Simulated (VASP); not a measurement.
# Ir in VASP: further runs

Ir is run at these levels: LDA; tasks: single point.

Everything below comes from runs of VASP 6.6.1. Logs are shortened: lines on timing, memory, paths and dates and some standing lists are left out, and cuts for length are marked.

### Step 1. The cell of the first run

It takes space group C2/m (No. 12, monoclinic). Conventional cell: a = 4.214 Å, b = 2.695 Å, c = 2.709 Å, α = 90.00°, β = 117.15°, γ = 90.00°. Ir (site symmetry 2/m) has 12 Ir at 2.50 to 2.90 Å within 3.3 Å.

### Step 2. Single point, LDA (engineering shear strain xz -0.1467, engineering shear strain yz -0.1467)

The input, INCAR:

```
ALGO     = Fast           # electronic algorithm
EDIFF    = 1E-6           # SCF threshold, eV
ENCUT    = 520            # plane-wave cutoff, eV
GGA      = CA             # functional
ISIF     = 2              # what is computed and relaxed
ISMEAR   = 0              # smearing method
LASPH    = True           # aspherical terms in the spheres
LCHARG   = False          # write CHGCAR
LREAL    = False          # projectors in reciprocal space
LWAVE    = False          # write WAVECAR
NBANDS   = 10             # bands
NELM     = 80             # most SCF steps
PREC     = Accurate       # precision mode
SIGMA    = 0.15           # smearing width, eV
```

The input, KPOINTS:

```
k-points
0
Gamma
  20 20 20
```

The input, POSCAR:

```
Ir
1.0
   -0.1397615342      1.7656445215      1.7656445215
    1.7656445215     -0.1397615342      1.7656445215
    1.9054060557      1.9054060557     -0.2795230684
Ir
1
Direct
    0.0000000000      0.0000000000      0.0000000000
```

Potentials or basis: VASP PAW LDA potentials, release 64 (Ir).

The run is started by

```sh
$ cat potpaw_LDA.64/Ir/POTCAR > POTCAR
$ mpirun -np 1 vasp_std > vasp.out
```

OUTCAR:

```text
EDIFF = 1E-6
   ENCUT = 520
   GGA = CA
   ISIF = 2
   ISMEAR = 0
   LASPH = True
   LREAL = False
   NELM = 80
   PREC = Accurate

 ion  position               nearest neighbor table
   1  0.000  0.000  0.000-

  LATTYP: Found a base centered monoclinic cell.
 ALAT       =     4.2139047547
 B/A-ratio  =     0.6394665382
 C/A-ratio  =     0.6428978047
 COS(beta)  =    -0.4562796828

  Lattice vectors:

 A1 = (   0.1397615342,  -1.7656445215,  -1.7656445215)
 A2 = (  -1.7656445215,   0.1397615342,  -1.7656445215)
 A3 = (   1.9054060557,   1.9054060557,  -0.2795230684)

Analysis of symmetry for initial positions (statically):
=====================================================================
 Subroutine PRICEL returns:
 Original cell was already a primitive cell.

 Routine SETGRP: Setting up the symmetry group for a
 base centered monoclinic supercell.

 Subroutine GETGRP returns: Found  4 space group operations
 (whereof  4 operations were pure point group operations)
 out of a pool of  4 trial point group operations.

The static configuration has the point symmetry C_2h.

Analysis of symmetry for dynamics (positions and initial velocities):
=====================================================================
 Subroutine PRICEL returns:
 Original cell was already a primitive cell.

 Routine SETGRP: Setting up the symmetry group for a
 base centered monoclinic supercell.

 Subroutine GETGRP returns: Found  4 space group operations
 (whereof  4 operations were pure point group operations)
 out of a pool of  4 trial point group operations.

The dynamic configuration has the point symmetry C_2h.

 Subroutine INISYM returns: Found  4 space group operations
 (whereof  4 operations are pure point group operations),
 and found     1 'primitive' translations

----------------------------------------------------------------------------------------

                                     Primitive cell

  volume of cell :      13.6866

  direct lattice vectors                    reciprocal lattice vectors
    -0.139761534  1.765644522  1.765644522    -0.242954024  0.281868492  0.265265634
     1.765644522 -0.139761534  1.765644522     0.281868492 -0.242954024  0.265265634
     1.905406056  1.905406056 -0.279523068     0.245808400  0.245808400 -0.226351166

  length of vectors
     2.500906723  2.500906723  2.709110116     0.456992737  0.456992737  0.414823323

  position of ions in fractional coordinates (direct lattice)
     0.000000000  0.000000000  0.000000000

  ion indices of the primitive-cell ions
   primitive index   ion index
                 1           1

----------------------------------------------------------------------------------------

 KPOINTS: k-points

Automatic generation of k-mesh.
 Grid dimensions read from file:
 generate k-points for:   20   20   20

 Generating k-lattice:

  Cartesian coordinates                     Fractional coordinates (reciprocal lattice)
    -0.012147701  0.014093425  0.013263282     0.050000000  0.000000000 -0.000000000
     0.014093425 -0.012147701  0.013263282     0.000000000  0.050000000 -0.000000000
     0.012290420  0.012290420 -0.011317558    -0.000000000 -0.000000000  0.050000000

  Length of vectors
     0.022849637  0.022849637  0.020741166

  Shift w.r.t. Gamma in fractional coordinates (k-lattice)
     0.000000000  0.000000000  0.000000000

 Subroutine IBZKPT returns following result:
 ===========================================

 Found   2112 irreducible k-points:

 Following reciprocal coordinates:
            Coordinates               Weight
  0.000000  0.000000  0.000000      1.000000
  0.050000  0.000000 -0.000000      4.000000
  0.100000  0.000000 -0.000000      4.000000
  0.150000 -0.000000 -0.000000      4.000000
  0.200000  0.000000 -0.000000      4.000000
  0.250000  0.000000 -0.000000      4.000000
[... 16 lines left out ...]
 -0.400000  0.050000  0.000000      4.000000
 -0.350000  0.050000 -0.000000      4.000000
 [... further k-points ...]
   k-points           NKPTS =   2112   k-points in BZ     NKDIM =   2112   number of bands    NBANDS=     10
   number of dos      NEDOS =    301   number of ions     NIONS =      1
   total plane-waves  NPLWV =   8000
   dimension x,y,z NGX =    20 NGY =   20 NGZ =   20
   dimension x,y,z NGXF=    40 NGYF=   40 NGZF=   40
   ions per type =               1
   NGX,Y,Z   is equivalent  to a cutoff of  13.29, 13.29, 12.27 a.u.
   NGXF,Y,Z  is equivalent  to a cutoff of  26.59, 26.59, 24.55 a.u.
 SYSTEM =  unknown system
   PREC   = accura    normal or accurate (medium, high low for compatibility)
   ISTART =      0    job   : 0-new  1-cont  2-samecut
   ICHARG =      2    charge: 1-file 2-atom 10-const
   ISPIN  =      1    spin polarized calculation?
   LNONCOLLINEAR =      F non collinear calculations
   LSORBIT =      F    spin-orbit coupling
   LASPH  =      T    aspherical Exc in radial PAW
   ENCUT  =  520.0 eV  38.22 Ry    6.18 a.u.   4.65  4.65  5.04*2*pi/ulx,y,z
   NELM   =     80;   NELMIN=  2; NELMDL= -5     # of ELM steps
   EDIFF  = 0.1E-05   stopping-criterion for ELM
   LREAL  =      F    real-space projection
   EDIFFG = 0.1E-04   stopping-criterion for IOM
   NSW    =      0    number of steps for IOM
   IBRION =     -1    ionic relax: 0-MD 1-quasi-New 2-CG
   NFREE  =      0    steps in history (QN), initial steepest desc. (CG)
   ISIF   =      2    stress and relaxation
   ISYM   =      2    0-nonsym 1-usesym 2-fastsym
   POTIM  = 0.5000    time-step for ionic-motion
   TEBEG  =    0.0;   TEEND  =   0.0 temperature during run
   PSTRESS=    0.0 pullay stress
   NELECT =       9.0000    total number of electrons
   NUPDOWN=      -1.0000    fix difference up-down
   EMIN   =  10.00;   EMAX   =-10.00  energy-range for DOS
   EFERMI =   0.00;   METHOD = LEGACY
   ISMEAR =     0;   SIGMA  =   0.15  broadening in eV -4-tet -1-fermi 0-gaus
   EFERMI_NEDOS =   21; number of points for ismear=-14 and -15
   IALGO  =     68    algorithm
   IMIX   =      4    mixing-type and parameters
     AMIX     =   0.40;   BMIX     =  1.00
     AMIX_MAG =   1.60;   BMIX_MAG =  1.00
  volume/ion in A,a.u.               =      13.69        92.36
  Fermi-wavevector in a.u.,A,eV,Ry     =   1.423610  2.690232 27.574450  2.026665
  Thomas-Fermi vector in A             =   2.544189
   LORBIT       =      0    0 simple, 1 ext, 2 COOP (PROOUT), +10 PAW based schemes
   GGA     = CA    functional components
   LHFCALC =     F    Hartree Fock is set to
   AEXX    =    0.0000 exact exchange contribution
   IVDW    =     0    specifies the selected vdW correction
   LEPSILON=     F    determine dielectric tensor
   LRPA    =     F    only Hartree local field effects (RPA)
 non-spin polarized calculation
 RMM-DIIS sequential band-by-band and
 Gauss-broadening in eV      SIGMA  =   0.15
  energy-cutoff  :      520.00
  volume of cell :       13.69
 maximum number of plane-waves:       380
   NGX =  9   NGY =  9   NGZ = 11

 number of electron       9.0000001 magnetization

 Free energy of the ion-electron system (eV)
  ---------------------------------------------------
  ext. energy  EPLUGINS =         0.00000000
  ---------------------------------------------------
  free energy    TOTEN  =        -9.78982958 eV

  energy without entropy =       -9.77765656  energy(sigma->0) =       -9.78374307

 E-fermi :  10.7681     XC(G=0): -14.2948

 val. band max:       10.7674956182   @ k =  -0.1000   0.1000   0.3500
 cond. band min:      10.7715508811   @ k =  -0.2000  -0.2000   0.0500
 fundamental gap:      0.0040552629
 Fermi energy:        10.7681492383

 k-point     1 :       0.0000    0.0000    0.0000
  band No.  band energies     occupation
      1      -0.5444      2.00000
      2       5.1792      2.00000
      3       5.8570      2.00000
      4       8.4765      2.00000
      5      10.2596      2.00000
      6      10.2688      2.00000
      7      24.6504      0.00000
      8      28.4471      0.00000
      9      31.2130      0.00000
     10      35.0717      0.00000

 k-point     2 :       0.0500    0.0000   -0.0000
  band No.  band energies     occupation
      1      -0.4248      2.00000
      2       5.2271      2.00000
      3       5.8588      2.00000
      4       8.4902      2.00000
      5      10.1826      2.00000
      6      10.2283      2.00000
      7      24.8667      0.00000
      8      28.5741      0.00000
      9      30.8752      0.00000
     10      34.8405      0.00000

 k-point     3 :       0.1000    0.0000   -0.0000
  band No.  band energies     occupation
      1      -0.0779      2.00000
      2       5.3585      2.00000
      3       5.8537      2.00000
      4       8.5610      2.00000
      5       9.9689      2.00000
      6      10.1305      2.00000
      7      25.4629      0.00000
      8      28.5836      0.00000
      9      30.4608      0.00000
     10      34.9468      0.00000

 k-point     4 :       0.1500   -0.0000   -0.0000
  band No.  band energies     occupation
      1       0.4571      2.00000
      2       5.5206      2.00000
      3       5.8500      2.00000
      4       8.7413      2.00000
      5       9.7053      2.00000
      6      10.0054      2.00000
      7      26.2256      0.00000
      8      27.7965      0.00000
      9      31.0519      0.00000
     10      35.4250      0.00000
[... 222 lines left out ...]
 k-point    22 :      -0.4500    0.0500    0.0000
  band No.  band energies     occupation
      1       2.5006      2.00000
      2       5.2632      2.00000
      3       8.5580      2.00000
      4       9.3713      2.00000
      5      10.8179      0.63929
      6      12.6592      0.00000
      7      19.3265      0.00000
      8      25.3034      0.00000
      9      28.9909      0.00000
     10      33.3470      0.00000

 k-point    23 :      -0.4000    0.0500    0.0000
  band No.  band energies     occupation
      1       2.5116      2.00000
      2       5.3599      2.00000
      3       8.4967      2.00000
      4       8.7785      2.00000
      5      10.6035      1.87935
      6      12.2932      0.00000
      7      20.1525      0.00000
      8      25.7569      0.00000
      9      29.4876      0.00000
     10      34.1171      0.00000

 k-point    24 :      -0.3500    0.0500   -0.0000
  band No.  band energies     occupation
      1       2.4941      2.00000
      2       5.4797      2.00000
      3       7.7325      2.00000
      4       8.7311      2.00000
      5      10.1190      2.00000
      6      11.8166      0.00000
      7      21.4438      0.00000
      8      26.4744      0.00000
      9      30.4099      0.00000
     10      35.2446      0.00000

 [... further k-points ...]

------------------------ aborting loop because EDIFF is reached ----------------------------------------

  FORCE on cell =-STRESS in cart. coord.  units (eV):
  Direction    XX          YY          ZZ          XY          YZ          ZX
  --------------------------------------------------------------------------------------
  -------------------------------------------------------------------------------------
  Total        1.6876776      1.6876776      3.2784170      0.1266909      3.3210424      3.3210424
  in kB      197.5631704    197.5631704    383.7785396     14.8307057    388.7683626    388.7683539
  external PRESSURE =     259.6349601 kB  Pullay stress =       0.0000000 kB

 VOLUME and BASIS-vectors are now :
 -----------------------------------------------------------------------------
  energy-cutoff  :      520.00
  volume of cell :       13.69
      direct lattice vectors                 reciprocal lattice vectors
    -0.139761534  1.765644522  1.765644522    -0.242954024  0.281868492  0.265265634
     1.765644522 -0.139761534  1.765644522     0.281868492 -0.242954024  0.265265634
     1.905406056  1.905406056 -0.279523068     0.245808400  0.245808400 -0.226351166

 POSITION                                       TOTAL-FORCE (eV/Angst)
 -----------------------------------------------------------------------------------
      0.00000      0.00000      0.00000        -0.000000      0.000000      0.000000
 -----------------------------------------------------------------------------------
    total drift:                                0.000000     -0.000000     -0.000000

  FREE ENERGIE OF THE ION-ELECTRON SYSTEM (eV)
  ---------------------------------------------------
  free  energy   TOTEN  =        -9.7898295818 eV

  energy  without entropy=       -9.7776565580  energy(sigma->0) =       -9.78374307
```

Wall time 2.6 min (1 thread of Intel Xeon Platinum 8488C (Sapphire Rapids), shared host); peak memory 0.4 GiB.

What came out:

| Item | Value |
| --- | --- |
| Free energy | -9.7898 eV |
| Pressure | 26.0 GPa |
| Band gap on the k mesh | zero (an odd number of electrons rules out a gap without spin polarisation) |

Stress tensor (GPa, compression positive):
```
19.76  1.48 38.88
 1.48 19.76 38.88
38.88 38.88 38.38
```

Caveat: the cell differs from its parent crystal (engineering shear strain xz -0.1467, engineering shear strain yz -0.1467); the cell stands under pressure; spin-orbit coupling is left out, which moves the levels of the heavy elements.

### Step 3. Single point, LDA (engineering shear strain xz -0.0733, engineering shear strain yz -0.0733)

The input, INCAR:

```
  PREC = Accurate
  ENCUT = 520
  EDIFF = 1E-6
  ISMEAR = 0
  SIGMA = 0.15
  LREAL = F
  LASPH = T
  NELM = 100
  ALGO = Fast
  ISIF = 2
  LWAVE = F
  LCHARG = F
  GGA = CA
  NBANDS = 10
```

The input, KPOINTS:

```
Automatic mesh
0
Gamma
  20 20 20
```

The input, POSCAR:

```
Ir
1.0
   -0.0698331319      1.8355729238      1.8355729238
    1.8355729238     -0.0698331319      1.8355729238
    1.9054060557      1.9054060557     -0.1396662639
Ir
1
Direct
    0.0000000000      0.0000000000      0.0000000000
```

Potentials or basis: VASP PAW LDA potentials, release 64 (Ir).

The run is started by

```sh
$ cat potpaw_LDA.64/Ir/POTCAR > POTCAR
$ mpirun -np 1 vasp_std > vasp.out
```

OUTCAR:

```text
PREC = Accurate
   ENCUT = 520
   EDIFF = 1E-6
   ISMEAR = 0
   LREAL = F
   LASPH = T
   NELM = 100
   ISIF = 2
   GGA = CA

 ion  position               nearest neighbor table
   1  0.000  0.000  0.000-

  LATTYP: Found a base centered monoclinic cell.
 ALAT       =     4.4399308395
 B/A-ratio  =     0.6069128514
 C/A-ratio  =     0.6077275236
 COS(beta)  =    -0.5188733705

  Lattice vectors:

 A1 = (   0.0698331319,  -1.8355729238,  -1.8355729238)
[... 493 lines left out ...]
     10      33.9524      0.00000

 [... further k-points ...]

------------------------ aborting loop because EDIFF is reached ----------------------------------------

  FORCE on cell =-STRESS in cart. coord.  units (eV):
  Direction    XX          YY          ZZ          XY          YZ          ZX
  --------------------------------------------------------------------------------------
  -------------------------------------------------------------------------------------
  Total        0.6136139      0.6136139      0.9935527      0.0356405      1.8516611      1.8516611
  in kB       71.2494416     71.2494416    115.3658196      4.1383744    215.0045917    215.0045915
  external PRESSURE =      85.9549009 kB  Pullay stress =       0.0000000 kB

 VOLUME and BASIS-vectors are now :
 -----------------------------------------------------------------------------
  energy-cutoff  :      520.00
  volume of cell :       13.80
      direct lattice vectors                 reciprocal lattice vectors
    -0.069833132  1.835572924  1.835572924    -0.252767979  0.272054537  0.263118110
     1.835572924 -0.069833132  1.835572924     0.272054537 -0.252767979  0.263118110
     1.905406056  1.905406056 -0.139666264     0.253474832  0.253474832 -0.243831553

 POSITION                                       TOTAL-FORCE (eV/Angst)
 -----------------------------------------------------------------------------------
      0.00000      0.00000      0.00000         0.000000      0.000000      0.000000
 -----------------------------------------------------------------------------------
    total drift:                               -0.000000      0.000000      0.000000

  FREE ENERGIE OF THE ION-ELECTRON SYSTEM (eV)
  ---------------------------------------------------
  free  energy   TOTEN  =       -10.1919554036 eV

  energy  without entropy=      -10.1816371609  energy(sigma->0) =      -10.18679628
```

It took 3.3 min on 1 thread of Intel Xeon Platinum 8488C (Sapphire Rapids), shared host; peak memory 0.4 GiB.

What came out:

| Quantity | Value |
| --- | --- |
| Free energy | -10.1920 eV |
| Pressure | 8.6 GPa |
| Band gap on the k mesh | zero (an odd number of electrons rules out a gap without spin polarisation) |

Caveat: the cell differs from its parent crystal (engineering shear strain xz -0.0733, engineering shear strain yz -0.0733); the cell stands under pressure; spin-orbit coupling is left out, which moves the levels of the heavy elements.

### Step 4. Single point, LDA (engineering shear strain xz -0.1650, engineering shear strain yz -0.1100)

The input, INCAR:

```
SYSTEM = Ir
  PREC = Accurate
  ENCUT = 520
  EDIFF = 1E-6
  ISMEAR = 0
  SIGMA = 0.15
  LREAL = .FALSE.
  LASPH = .TRUE.
  NELM = 80
  ALGO = Fast
  ISIF = 2
  LWAVE = .FALSE.
  LCHARG = .FALSE.
  NBANDS = 10
```

The input, KPOINTS:

```
regular mesh
0
G
  20 20 20
  0 0 0
```

The input, POSCAR:

```
Ir
1.0
   -0.1571959996      1.8006087226      1.8006087226
    1.7482100561     -0.1047973331      1.7482100561
    1.9054060557      1.9054060557     -0.2619933327
Ir
1
Direct
    0.0000000000      0.0000000000      0.0000000000
```

The run is started by

```sh
$ cat potpaw_LDA.64/Ir/POTCAR > POTCAR
$ mpirun -np 1 vasp_std > vasp.out
```

It took 8.4 min on 1 thread of Intel Xeon 8259CL, shared host; peak memory 0.65 GiB.

It converged, with:

```yaml
Free_energy: -9.8314 eV
Pressure: 24.2 GPa
Band_gap_on_the_k_mesh: zero (an odd number of electrons rules out a gap without spin polarisation)
```

Stress tensor (GPa, compression positive):
```
25.31  1.34 45.72
 1.34 11.85 28.49
45.72 28.49 35.53
```

Levels at points of the mesh, in eV from the Fermi level:
```
           k point  band 2  band 3  band 4  band 5  band 6  band 7
(0.00, 0.00, 0.00)   -5.51   -4.89   -2.34   -0.57   -0.55   13.94
(0.50, 0.00, 0.00)   -5.48   -2.14   -0.87   -0.42    1.75    7.85
(0.00, 0.50, 0.00)   -5.55   -2.35   -0.29   -0.15    1.65    8.87
(0.50, 0.50, 0.00)   -7.53    0.24    1.05    2.21    2.68   11.88
(0.00, 0.00, 0.50)   -5.07   -2.61   -1.86    0.26    1.25    5.83
(0.50, 0.00, 0.50)   -7.70    0.91    1.66    1.94    2.13    9.12
(0.00, 0.50, 0.50)   -7.68    0.53    1.46    2.09    2.26   10.13
(0.50, 0.50, 0.50)   -5.38   -3.61    0.94    1.06    2.38   10.33
```

Caveat: the cell differs from its parent crystal (engineering shear strain xz -0.1650, engineering shear strain yz -0.1100); the cell stands under pressure; spin-orbit coupling is left out, which moves the levels of the heavy elements.

### Step 5. Overview

| cell | gap on the mesh (eV) | pressure (GPa) |
| --- | --- | --- |
| a = 2.501, b = 2.501, c = 2.709 Å, angles 67.4, 67.4, 65.2°, 1 atom | none | 26.0 |
| a = 2.597, b = 2.597, c = 2.698 Å, angles 63.7, 63.7, 62.5°, 1 atom | none | 8.6 |
| a = 2.551, b = 2.475, c = 2.707 Å, angles 66.5, 67.4, 64.8°, 1 atom | none | 24.2 |

Alike in all rows: task single point; level LDA; potentials or basis VASP PAW LDA potentials, release 64 (Ir); no spin polarisation; k mesh 20 × 20 × 20; cutoff (eV) 520; smearing gaussian 0.15 eV.

Caveats: the cell stands under pressure; spin-orbit coupling is left out, which moves the levels of the heavy elements.

Absolute energies hang on the potentials; compare differences alone.
